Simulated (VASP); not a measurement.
TaN:

```
CELL_PARAMETERS angstrom
2.93800 0.00000 0.00000
-1.46900 2.54438 0.00000
0.00000 0.00000 2.88300
ATOMIC_POSITIONS crystal
Ta 0.33333 0.66667 0.50000
N 0.00000 0.00000 0.00000
```

Base run:

- Program: VASP 6.6.1
- Functional: LDA
- Potentials or basis: VASP PAW LDA potentials, release 64 (Ta_pv, N)
- Cutoff: 520 eV
- k mesh: 7 × 7 × 7
- Occupations: fermi-dirac, width 0.05 eV
- Spin: no spin polarisation

Its results: pressure -9.8 GPa.

The run is repeated on the same cell with these changes: spin from no spin polarisation to non-collinear spin, zero start, spin-orbit coupling; further incar settings from ALGO = Normal; EDIFF = 1e-06; NBANDS = 15 to ALGO = Normal; EDIFF = 1e-06; NBANDS = 28. What comes out?

Pressure -9.3 GPa; net moment 0.00 μB per cell.
